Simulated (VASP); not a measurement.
# ZnO in VASP: a series of runs

The runs below take ZnO through single point, with r2SCAN.

Everything below comes from runs of VASP 6.6.1. Logs are shortened: lines on timing, memory, paths and dates and some standing lists are left out, and cuts for length are marked.

### Step 1. The cell of the first run

Symmetry: R-3m, No. 166, trigonal system. Conventional cell: a = 3.018 Å, b = 3.018 Å, c = 7.208 Å, α = 90.00°, β = 90.00°, γ = 120.00°. Within 2.8 Å of Zn (site symmetry -3m) lie 6 O at 2.12 Å. O (site symmetry -3m) has 6 Zn at 2.12 Å within 2.8 Å.

### Step 2. Single point, r2SCAN (strain along [111] -2.5%)

File POSCAR:

```
ZnO
1.0
   -0.0354205886      2.0983498077      2.0983498077
    2.0983498077     -0.0354205886      2.0983498077
    2.0983498077      2.0983498077     -0.0354205886
Zn O
1 1
Direct
    0.0000000000      0.0000000000      0.0000000000
    0.5000000000      0.5000000000      0.5000000000
```

File INCAR.step1:

```
PREC = Accurate
ENCUT = 910
ISMEAR = 0
SIGMA = 0.01
LREAL = False
LASPH = True
NELM = 120
NBANDS = 16
GGA = PE
ALGO = Normal
EDIFF = 1E-5
LWAVE = True
LCHARG = False
GGA_COMPAT = False
```

File INCAR.step2:

```
PREC = Accurate
ENCUT = 910
EDIFF = 1E-6
ISMEAR = 0
SIGMA = 0.01
LREAL = False
LASPH = True
NELM = 120
ALGO = Normal
ISIF = 2
LWAVE = False
LCHARG = False
METAGGA = R2SCAN
LMIXTAU = True
NBANDS = 16
ISTART = 1
GGA_COMPAT = False
```

File KPOINTS:

```
regular mesh
0
Gamma
  10 10 10
```

Potentials or basis: VASP PAW PBE potentials, release 64 (Zn, O_h).

The run is started by

```
$ cat potpaw_PBE.64/Zn/POTCAR potpaw_PBE.64/O_h/POTCAR > POTCAR
$ cp INCAR.step1 INCAR
$ mpirun -np 1 vasp_std > vasp.out
$ cp INCAR.step2 INCAR
$ mpirun -np 1 vasp_std > vasp.out
```

OUTCAR:

```text
PREC = Accurate
   ENCUT = 910
   EDIFF = 1E-6
   ISMEAR = 0
   LREAL = False
   LASPH = True
   NELM = 120
   ISIF = 2
   METAGGA = R2SCAN
   ISTART = 1

 ion  position               nearest neighbor table
   1  0.000  0.000  0.000-   2 2.12   2 2.12   2 2.12   2 2.12   2 2.12   2 2.12
   2  0.500  0.500  0.500-   1 2.12   1 2.12   1 2.12   1 2.12   1 2.12   1 2.12

  LATTYP: Found a trigonal (rhomboedric) cell.
 ALAT       =     2.9677261412
 COS(alpha) =     0.4830509678

  Lattice vectors:

 A1 = (  -0.0354205886,   2.0983498077,   2.0983498077)
 A2 = (   2.0983498077,  -0.0354205886,   2.0983498077)
 A3 = (   2.0983498077,   2.0983498077,  -0.0354205886)

Analysis of symmetry for initial positions (statically):
=====================================================================
 Subroutine PRICEL returns:
 Original cell was already a primitive cell.

 Routine SETGRP: Setting up the symmetry group for a
 trigonal (rhombohedral) supercell.

 Subroutine GETGRP returns: Found 12 space group operations
 (whereof 12 operations were pure point group operations)
 out of a pool of 12 trial point group operations.

The static configuration has the point symmetry D_3d.

Analysis of symmetry for dynamics (positions and initial velocities):
=====================================================================
 Subroutine PRICEL returns:
 Original cell was already a primitive cell.

 Routine SETGRP: Setting up the symmetry group for a
 trigonal (rhombohedral) supercell.

 Subroutine GETGRP returns: Found 12 space group operations
 (whereof 12 operations were pure point group operations)
 out of a pool of 12 trial point group operations.

The dynamic configuration has the point symmetry D_3d.

 Subroutine INISYM returns: Found 12 space group operations
 (whereof 12 operations are pure point group operations),
 and found     1 'primitive' translations

----------------------------------------------------------------------------------------

                                     Primitive cell

  volume of cell :      18.9462

  direct lattice vectors                    reciprocal lattice vectors
    -0.035420589  2.098349808  2.098349808    -0.232332414  0.236321572  0.236321572
     2.098349808 -0.035420589  2.098349808     0.236321572 -0.232332414  0.236321572
     2.098349808  2.098349808 -0.035420589     0.236321572  0.236321572 -0.232332414

  length of vectors
     2.967726141  2.967726141  2.967726141     0.407030860  0.407030860  0.407030860

  position of ions in fractional coordinates (direct lattice)
     0.000000000  0.000000000  0.000000000
     0.500000000  0.500000000  0.500000000

  ion indices of the primitive-cell ions
   primitive index   ion index
                 1           1
                 2           2

----------------------------------------------------------------------------------------

 KPOINTS: regular mesh

Automatic generation of k-mesh.
 Grid dimensions read from file:
 generate k-points for:   10   10   10

 Generating k-lattice:

  Cartesian coordinates                     Fractional coordinates (reciprocal lattice)
    -0.023233241  0.023632157  0.023632157     0.100000000  0.000000000  0.000000000
     0.023632157 -0.023233241  0.023632157     0.000000000  0.100000000  0.000000000
     0.023632157  0.023632157 -0.023233241     0.000000000  0.000000000  0.100000000

  Length of vectors
     0.040703086  0.040703086  0.040703086

  Shift w.r.t. Gamma in fractional coordinates (k-lattice)
     0.000000000  0.000000000  0.000000000

 Subroutine IBZKPT returns following result:
 ===========================================

 Found    116 irreducible k-points:

 Following reciprocal coordinates:
            Coordinates               Weight
  0.000000  0.000000  0.000000      1.000000
  0.100000  0.000000  0.000000      6.000000
  0.200000  0.000000  0.000000      6.000000
  0.300000  0.000000  0.000000      6.000000
  0.400000  0.000000  0.000000      6.000000
  0.500000  0.000000  0.000000      3.000000
[... 16 lines left out ...]
  0.300000  0.300000  0.000000      6.000000
  0.400000  0.300000  0.000000     12.000000
 [... further k-points ...]
   k-points           NKPTS =    116   k-points in BZ     NKDIM =    116   number of bands    NBANDS=     16
   number of dos      NEDOS =    301   number of ions     NIONS =      2
   total plane-waves  NPLWV =  27000
   dimension x,y,z NGX =    30 NGY =   30 NGZ =   30
   dimension x,y,z NGXF=    60 NGYF=   60 NGZF=   60
   ions per type =               1   1
   NGX,Y,Z   is equivalent  to a cutoff of  16.81, 16.81, 16.81 a.u.
   NGXF,Y,Z  is equivalent  to a cutoff of  33.61, 33.61, 33.61 a.u.
 SYSTEM =  unknown system
   PREC   = accura    normal or accurate (medium, high low for compatibility)
   ISTART =      1    job   : 0-new  1-cont  2-samecut
   ICHARG =      0    charge: 1-file 2-atom 10-const
   ISPIN  =      1    spin polarized calculation?
   LNONCOLLINEAR =      F non collinear calculations
   LSORBIT =      F    spin-orbit coupling
   LASPH  =      T    aspherical Exc in radial PAW
   ENCUT  =  910.0 eV  66.88 Ry    8.18 a.u.   7.30  7.30  7.30*2*pi/ulx,y,z
   NELM   =    120;   NELMIN=  2; NELMDL=  0     # of ELM steps
   EDIFF  = 0.1E-05   stopping-criterion for ELM
   LREAL  =      F    real-space projection
   EDIFFG = 0.1E-04   stopping-criterion for IOM
   NSW    =      0    number of steps for IOM
   IBRION =     -1    ionic relax: 0-MD 1-quasi-New 2-CG
   NFREE  =      0    steps in history (QN), initial steepest desc. (CG)
   ISIF   =      2    stress and relaxation
   ISYM   =      2    0-nonsym 1-usesym 2-fastsym
   POTIM  = 0.5000    time-step for ionic-motion
   TEBEG  =    0.0;   TEEND  =   0.0 temperature during run
   PSTRESS=    0.0 pullay stress
   NELECT =      18.0000    total number of electrons
   NUPDOWN=      -1.0000    fix difference up-down
   EMIN   =  10.00;   EMAX   =-10.00  energy-range for DOS
   EFERMI =   0.00;   METHOD = LEGACY
   ISMEAR =     0;   SIGMA  =   0.01  broadening in eV -4-tet -1-fermi 0-gaus
   EFERMI_NEDOS =   21; number of points for ismear=-14 and -15
   IALGO  =     38    algorithm
   IMIX   =      4    mixing-type and parameters
     AMIX     =   0.40;   BMIX     =  1.00
     AMIX_MAG =   1.60;   BMIX_MAG =  1.00
  volume/ion in A,a.u.               =       9.47        63.93
  Fermi-wavevector in a.u.,A,eV,Ry     =   1.609379  3.041285 35.240449  2.590100
  Thomas-Fermi vector in A             =   2.705098
   LORBIT       =      0    0 simple, 1 ext, 2 COOP (PROOUT), +10 PAW based schemes
   METAGGA = R2SCAN    functional components
   LHFCALC =     F    Hartree Fock is set to
   AEXX    =    0.0000 exact exchange contribution
   IVDW    =     0    specifies the selected vdW correction
   LEPSILON=     F    determine dielectric tensor
   LRPA    =     F    only Hartree local field effects (RPA)
 non-spin polarized calculation
 Gauss-broadening in eV      SIGMA  =   0.01
  energy-cutoff  :      910.00
  volume of cell :       18.95
 maximum number of plane-waves:      1217
 NGX is ok and might be reduce to    30
   NGX = 15   NGY = 15   NGZ = 15

 number of electron      18.0000004 magnetization

 Free energy of the ion-electron system (eV)
  ---------------------------------------------------
  ext. energy  EPLUGINS =         0.00000000
  ---------------------------------------------------
  free energy    TOTEN  =       -17.94571026 eV

  energy without entropy =      -17.94571026  energy(sigma->0) =      -17.94571026

 E-fermi :   3.2168     XC(G=0): -13.2925

 val. band max:        3.1374487287   @ k =   0.5000   0.0000   0.0000
 cond. band min:       4.7965068145   @ k =   0.0000   0.0000   0.0000
 fundamental gap:      1.6590580857
 Fermi energy:         3.2168331262

 k-point     1 :       0.0000    0.0000    0.0000
  band No.  band energies     occupation
      1     -16.7247      2.00000
      2      -1.8466      2.00000
      3      -1.8466      2.00000
      4      -1.8086      2.00000
      5      -1.6284      2.00000
      6      -1.6284      2.00000
[... 8 lines left out ...]
     15      24.1497      0.00000
     16      24.1497      0.00000

 k-point     2 :       0.1000    0.0000    0.0000
  band No.  band energies     occupation
      1     -16.6130      2.00000
      2      -1.9389      2.00000
      3      -1.9000      2.00000
      4      -1.8394      2.00000
      5      -1.7208      2.00000
      6      -1.7127      2.00000
[... 8 lines left out ...]
     15      23.8947      0.00000
     16      24.4051      0.00000

 k-point     3 :       0.2000    0.0000    0.0000
  band No.  band energies     occupation
      1     -16.3048      2.00000
      2      -2.4075      2.00000
      3      -2.2413      2.00000
      4      -2.1633      2.00000
      5      -1.6591      2.00000
      6      -1.6520      2.00000
[... 8 lines left out ...]
     15      24.4715      0.00000
     16      25.1125      0.00000

 k-point     4 :       0.3000    0.0000    0.0000
  band No.  band energies     occupation
      1     -15.8862      2.00000
      2      -3.3631      2.00000
      3      -2.6238      2.00000
      4      -2.5264      2.00000
      5      -1.5438      2.00000
      6      -1.5294      2.00000
[... 8 lines left out ...]
     15      25.8864      0.00000
     16      26.5979      0.00000
[... 324 lines left out ...]
 k-point    22 :      -0.2000    0.2000    0.0000
  band No.  band energies     occupation
      1     -15.7805      2.00000
      2      -3.3827      2.00000
      3      -2.6604      2.00000
      4      -2.3624      2.00000
      5      -1.6102      2.00000
      6      -1.4069      2.00000
[... 8 lines left out ...]
     15      26.8296      0.00000
     16      27.6544      0.00000

 k-point    23 :       0.3000    0.3000    0.0000
  band No.  band energies     occupation
      1     -15.7116      2.00000
      2      -3.3479      2.00000
      3      -2.1221      2.00000
      4      -1.7074      2.00000
      5      -1.6779      2.00000
      6      -1.4942      2.00000
[... 8 lines left out ...]
     15      31.7399      0.00000
     16      33.3212      0.00000

 k-point    24 :       0.4000    0.3000    0.0000
  band No.  band energies     occupation
      1     -15.4737      2.00000
      2      -3.3625      2.00000
      3      -2.2831      2.00000
      4      -1.8365      2.00000
      5      -1.6091      2.00000
      6      -1.3728      2.00000
[... 8 lines left out ...]
     15      32.2396      0.00000
     16      32.8104      0.00000

 [... further k-points ...]

------------------------ aborting loop because EDIFF is reached ----------------------------------------

  FORCE on cell =-STRESS in cart. coord.  units (eV):
  Direction    XX          YY          ZZ          XY          YZ          ZX
  --------------------------------------------------------------------------------------
  -------------------------------------------------------------------------------------
  Total        0.7480764      0.7480764      0.7480764      0.1853821      0.1853821      0.1853821
  in kB       63.2607487     63.2607487     63.2607487     15.6767559     15.6767559     15.6767559
  external PRESSURE =      63.2607487 kB  Pullay stress =       0.0000000 kB

 VOLUME and BASIS-vectors are now :
 -----------------------------------------------------------------------------
  energy-cutoff  :      910.00
  volume of cell :       18.95
      direct lattice vectors                 reciprocal lattice vectors
    -0.035420589  2.098349808  2.098349808    -0.232332414  0.236321572  0.236321572
     2.098349808 -0.035420589  2.098349808     0.236321572 -0.232332414  0.236321572
     2.098349808  2.098349808 -0.035420589     0.236321572  0.236321572 -0.232332414

 POSITION                                       TOTAL-FORCE (eV/Angst)
 -----------------------------------------------------------------------------------
      0.00000      0.00000      0.00000         0.000000     -0.000000      0.000000
      2.08064      2.08064      2.08064        -0.000000      0.000000     -0.000000
 -----------------------------------------------------------------------------------
    total drift:                                0.000000      0.000000      0.000000

  FREE ENERGIE OF THE ION-ELECTRON SYSTEM (eV)
  ---------------------------------------------------
  free  energy   TOTEN  =       -17.9457102608 eV

  energy  without entropy=      -17.9457102608  energy(sigma->0) =      -17.94571026
```

It took 2.5 min on 1 thread of Intel Xeon 6975P-C (Granite Rapids), shared host; peak memory 0.23 GiB.

Results:

```yaml
Free_energy: -17.9457 eV
Pressure: 6.3 GPa
Band_gap_on_the_k_mesh: 1.66 eV (least direct gap 3.08 eV)
```

Stress tensor (GPa, compression positive):
```
6.33 1.57 1.57
1.57 6.33 1.57
1.57 1.57 6.33
```

Caveat: the cell differs from its parent crystal (strain along [111] -2.5%); the cutoff is under 1.25 times the usual one of these potentials, so pressure, stress and relaxed cells hold a basis-set (Pulay) error; the cell stands under pressure; the PAW data sets were made with another functional, which shifts forces and pressure a little. A k mesh can miss the band edges.

(Continued in part 2 of 2.)
